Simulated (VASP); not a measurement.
# ZrH2Br (P6_3mc) in VASP: a series of runs, part 2 of 3

VASP 6.6.1.

### 3 Single point, PBE

This run uses another cell than the first one, of 14.28 Å³/atom, 1.081 times its volume.

The input, INCAR:

```
SYSTEM = ZrH2Br
PREC = Accurate
ENCUT = 520
EDIFF = 1E-7
ISMEAR = 0
SIGMA = 0.1
LREAL = .False.
LASPH = .True.
NELM = 100
ALGO = Normal
ISIF = 2
LWAVE = .False.
LCHARG = .False.
GGA = PE
NBANDS = 31
```

The input, KPOINTS:

```
Automatic mesh
0
Gamma
  6 6 2
  0 0 0
```

The input, POSCAR:

```
ZrH2Br
1.0
    3.3416190000      0.0000000000      0.0000000000
   -1.6708095000      2.8939269400      0.0000000000
    0.0000000000      0.0000000000     11.8105845500
Zr H Br
2 4 2
Direct
    0.6666666700      0.3333333300      0.7403630000
    0.3333333300      0.6666666700      0.2403630000
    0.6666666700      0.3333333300      0.3831390100
    0.0000000000      0.0000000000      0.6178460100
    0.0000000000      0.0000000000      0.1178460100
    0.3333333300      0.6666666700      0.8831390100
    0.6666666700      0.3333333300      0.9997119900
    0.3333333300      0.6666666700      0.4997119900
```

Potentials or basis: VASP PAW PBE potentials, release 64 (Zr_sv, H, Br).

Command:

```
cat potpaw_PBE.64/Zr_sv/POTCAR potpaw_PBE.64/H/POTCAR potpaw_PBE.64/Br/POTCAR > POTCAR
mpirun -np 1 vasp_std > vasp.out
```

OUTCAR:

```text
SYSTEM = ZrH2Br
   PREC = Accurate
   ENCUT = 520
   EDIFF = 1E-7
   ISMEAR = 0
   LREAL = .False.
   LASPH = .True.
   NELM = 100
   ISIF = 2
   GGA = PE

 ion  position               nearest neighbor table
   1  0.667  0.333  0.740-   7 3.06
   2  0.333  0.667  0.240-   8 3.06
   3  0.667  0.333  0.383-
   4  0.000  0.000  0.618-
   5  0.000  0.000  0.118-
   6  0.333  0.667  0.883-
   7  0.667  0.333  1.000-   1 3.06
   8  0.333  0.667  0.500-   2 3.06

  LATTYP: Found a hexagonal cell.
 ALAT       =     3.3416190000
 C/A-ratio  =     3.5343899319

  Lattice vectors:

 A1 = (   3.3416190000,   0.0000000000,   0.0000000000)
 A2 = (  -1.6708095000,   2.8939269400,   0.0000000000)
 A3 = (   0.0000000000,   0.0000000000,  11.8105845500)

Analysis of symmetry for initial positions (statically):
=====================================================================
 Subroutine PRICEL returns:
 Original cell was already a primitive cell.

 Routine SETGRP: Setting up the symmetry group for a
 hexagonal supercell.

 Subroutine GETGRP returns: Found 12 space group operations
 (whereof  6 operations were pure point group operations)
 out of a pool of 24 trial point group operations.

The static configuration has the point symmetry C_3v.
 The point group associated with its full space group is C_6v.

Analysis of symmetry for dynamics (positions and initial velocities):
=====================================================================
 Subroutine PRICEL returns:
 Original cell was already a primitive cell.

 Routine SETGRP: Setting up the symmetry group for a
 hexagonal supercell.

 Subroutine GETGRP returns: Found 12 space group operations
 (whereof  6 operations were pure point group operations)
 out of a pool of 24 trial point group operations.

The dynamic configuration has the point symmetry C_3v.
 The point group associated with its full space group is C_6v.

 Subroutine INISYM returns: Found 12 space group operations
 (whereof  6 operations are pure point group operations),
 and found     1 'primitive' translations

----------------------------------------------------------------------------------------

                                     Primitive cell

  volume of cell :     114.2131

  direct lattice vectors                    reciprocal lattice vectors
     3.341619000  0.000000000  0.000000000     0.299256139  0.172775613  0.000000000
    -1.670809500  2.893926940  0.000000000     0.000000000  0.345551225  0.000000000
     0.000000000  0.000000000 11.810584550     0.000000000  0.000000000  0.084669814

  length of vectors
     3.341619000  3.341618997 11.810584550     0.345551225  0.345551225  0.084669814

  position of ions in fractional coordinates (direct lattice)
     0.666666670  0.333333330  0.740363000
     0.333333330  0.666666670  0.240363000
     0.666666670  0.333333330  0.383139010
     0.000000000  0.000000000  0.617846010
     0.000000000  0.000000000  0.117846010
     0.333333330  0.666666670  0.883139010
     0.666666670  0.333333330  0.999711990
     0.333333330  0.666666670  0.499711990

  ion indices of the primitive-cell ions
   primitive index   ion index
                 1           1
                 2           2
                 3           3
[... 43 lines left out ...]
  0.333333  0.000000  0.500000      6.000000
  0.500000  0.000000  0.500000      3.000000
  0.166667  0.166667  0.500000      6.000000
  0.333333  0.166667  0.500000     12.000000
  0.333333  0.333333  0.500000      2.000000
   k-points           NKPTS =     14   k-points in BZ     NKDIM =     14   number of bands    NBANDS=     31
   number of dos      NEDOS =    301   number of ions     NIONS =      8
   total plane-waves  NPLWV =  70560
   dimension x,y,z NGX =    28 NGY =   28 NGZ =   90
   dimension x,y,z NGXF=    56 NGYF=   56 NGZF=  180
   ions per type =               2   4   2
   NGX,Y,Z   is equivalent  to a cutoff of  13.93, 13.93, 12.67 a.u.
   NGXF,Y,Z  is equivalent  to a cutoff of  27.86, 27.86, 25.34 a.u.
 SYSTEM =  ZrH2Br
   PREC   = accura    normal or accurate (medium, high low for compatibility)
   ISTART =      0    job   : 0-new  1-cont  2-samecut
   ICHARG =      2    charge: 1-file 2-atom 10-const
   ISPIN  =      1    spin polarized calculation?
   LNONCOLLINEAR =      F non collinear calculations
   LSORBIT =      F    spin-orbit coupling
   LASPH  =      T    aspherical Exc in radial PAW
   ENCUT  =  520.0 eV  38.22 Ry    6.18 a.u.   6.21  6.21 21.96*2*pi/ulx,y,z
   NELM   =    100;   NELMIN=  2; NELMDL= -5     # of ELM steps
   EDIFF  = 0.1E-06   stopping-criterion for ELM
   LREAL  =      F    real-space projection
   EDIFFG = 0.1E-05   stopping-criterion for IOM
   NSW    =      0    number of steps for IOM
   IBRION =     -1    ionic relax: 0-MD 1-quasi-New 2-CG
   NFREE  =      0    steps in history (QN), initial steepest desc. (CG)
   ISIF   =      2    stress and relaxation
   ISYM   =      2    0-nonsym 1-usesym 2-fastsym
   POTIM  = 0.5000    time-step for ionic-motion
   TEBEG  =    0.0;   TEEND  =   0.0 temperature during run
   PSTRESS=    0.0 pullay stress
   NELECT =      42.0000    total number of electrons
   NUPDOWN=      -1.0000    fix difference up-down
   EMIN   =  10.00;   EMAX   =-10.00  energy-range for DOS
   EFERMI =   0.00;   METHOD = LEGACY
   ISMEAR =     0;   SIGMA  =   0.10  broadening in eV -4-tet -1-fermi 0-gaus
   EFERMI_NEDOS =   21; number of points for ismear=-14 and -15
   IALGO  =     38    algorithm
   IMIX   =      4    mixing-type and parameters
     AMIX     =   0.40;   BMIX     =  1.00
     AMIX_MAG =   1.60;   BMIX_MAG =  1.00
  volume/ion in A,a.u.               =      14.28        96.34
  Fermi-wavevector in a.u.,A,eV,Ry     =   1.172877  2.216417 18.716739  1.375641
  Thomas-Fermi vector in A             =   2.309299
   LORBIT       =      0    0 simple, 1 ext, 2 COOP (PROOUT), +10 PAW based schemes
   GGA     = PE    functional components
   LHFCALC =     F    Hartree Fock is set to
   AEXX    =    0.0000 exact exchange contribution
   IVDW    =     0    specifies the selected vdW correction
   LEPSILON=     F    determine dielectric tensor
   LRPA    =     F    only Hartree local field effects (RPA)
 non-spin polarized calculation
 Gauss-broadening in eV      SIGMA  =   0.10
  energy-cutoff  :      520.00
  volume of cell :      114.21
 maximum number of plane-waves:      3104
 NGX is ok and might be reduce to    28
   NGX = 13   NGY = 13   NGZ = 43

 number of electron      41.9999999 magnetization

 Free energy of the ion-electron system (eV)
  ---------------------------------------------------
  ext. energy  EPLUGINS =         0.00000000
  ---------------------------------------------------
  free energy    TOTEN  =       -32.21823185 eV

  energy without entropy =      -32.19575074  energy(sigma->0) =      -32.20699129

 E-fermi :   5.2703     XC(G=0): -10.1730

 val. band max:        5.2577821361   @ k =   0.3333   0.1667   0.0000
 cond. band min:       5.2844082645   @ k =   0.3333   0.3333   0.0000
 fundamental gap:      0.0266261284
 Fermi energy:         5.2702573617

 k-point     1 :       0.0000    0.0000    0.0000
  band No.  band energies     occupation
      1     -44.3966      2.00000
      2     -44.3966      2.00000
      3     -22.4852      2.00000
      4     -22.4829      2.00000
      5     -22.0427      2.00000
      6     -22.0427      2.00000
[... 465 lines left out ...]
     30       9.2278      0.00000
     31      11.0462      0.00000

------------------------ aborting loop because EDIFF is reached ----------------------------------------

  FORCE on cell =-STRESS in cart. coord.  units (eV):
  Direction    XX          YY          ZZ          XY          YZ          ZX
  --------------------------------------------------------------------------------------
  -------------------------------------------------------------------------------------
  Total       -0.8257508     -0.8257508    -13.2739159      0.0000000      0.0000000      0.0000000
  in kB      -11.5836041    -11.5836041   -186.2060372      0.0000000      0.0000000      0.0000000
  external PRESSURE =     -69.7910818 kB  Pullay stress =       0.0000000 kB

 VOLUME and BASIS-vectors are now :
 -----------------------------------------------------------------------------
  energy-cutoff  :      520.00
  volume of cell :      114.21
      direct lattice vectors                 reciprocal lattice vectors
     3.341619000  0.000000000  0.000000000     0.299256139  0.172775613  0.000000000
    -1.670809500  2.893926940  0.000000000     0.000000000  0.345551225  0.000000000
     0.000000000  0.000000000 11.810584550     0.000000000  0.000000000  0.084669814

 POSITION                                       TOTAL-FORCE (eV/Angst)
 -----------------------------------------------------------------------------------
      1.67081      0.96464      8.74412         0.000000      0.000000      0.332959
     -0.00000      1.92928      2.83883        -0.000000      0.000000      0.332959
      1.67081      0.96464      4.52510         0.000000      0.000000     -2.103667
      0.00000      0.00000      7.29712         0.000000      0.000000      2.071420
      0.00000      0.00000      1.39183         0.000000      0.000000      2.071420
     -0.00000      1.92928     10.43039         0.000000      0.000000     -2.103667
      1.67081      0.96464     11.80718         0.000000     -0.000000     -0.300713
     -0.00000      1.92928      5.90189        -0.000000      0.000000     -0.300713
 -----------------------------------------------------------------------------------
    total drift:                               -0.000037      0.000021      0.000000

  FREE ENERGIE OF THE ION-ELECTRON SYSTEM (eV)
  ---------------------------------------------------
  free  energy   TOTEN  =       -32.2182318472 eV

  energy  without entropy=      -32.1957507353  energy(sigma->0) =      -32.20699129
```

It took 92 s on 1 thread of Intel Xeon Platinum 8175M at 2.50GHz (Skylake/Cascade Lake), shared host; peak memory 0.26 GiB.

What came out:

- Free energy: -32.2182 eV
- Pressure: -7.0 GPa
- Largest force: 2.104 eV/Å
- Band gap on the k mesh: zero (band 21 reaches 6.10 eV, above the bottom of band 22 at 5.05 eV)

Forces on the atoms (eV/Å):
```
Zr   0.000  0.000  0.333
Zr   0.000  0.000  0.333
H    0.000  0.000 -2.104
H    0.000  0.000  2.071
H    0.000  0.000  2.071
H    0.000  0.000 -2.104
Br   0.000  0.000 -0.301
Br   0.000  0.000 -0.301
```

Stress tensor (GPa, compression positive):
```
 -1.16   0.00   0.00
  0.00  -1.16   0.00
  0.00   0.00 -18.62
```

Levels at points of the mesh, in eV from the Fermi level:
| k point | band 18 | band 19 | band 20 | band 21 | band 22 | band 23 |
| --- | --- | --- | --- | --- | --- | --- |
| (0.00, 0.00, 0.00) | -0.57 | -0.57 | -0.27 | 0.81 | 0.81 | 0.84 |
| (0.50, 0.00, 0.00) | -1.79 | -1.66 | -1.18 | -0.58 | 0.11 | 1.75 |
| (0.00, 0.00, 0.50) | -0.59 | -0.59 | -0.59 | 0.83 | 0.83 | 0.83 |
| (0.50, 0.00, 0.50) | -1.73 | -1.59 | -1.59 | -0.22 | -0.22 | 1.98 |

Caveat: the k points lie up to 0.36 Å⁻¹ apart; forces of over 1 eV/Å act on the atoms, so gaps and moduli don't describe the material at rest.

(Part 2 of 3 ends here.)
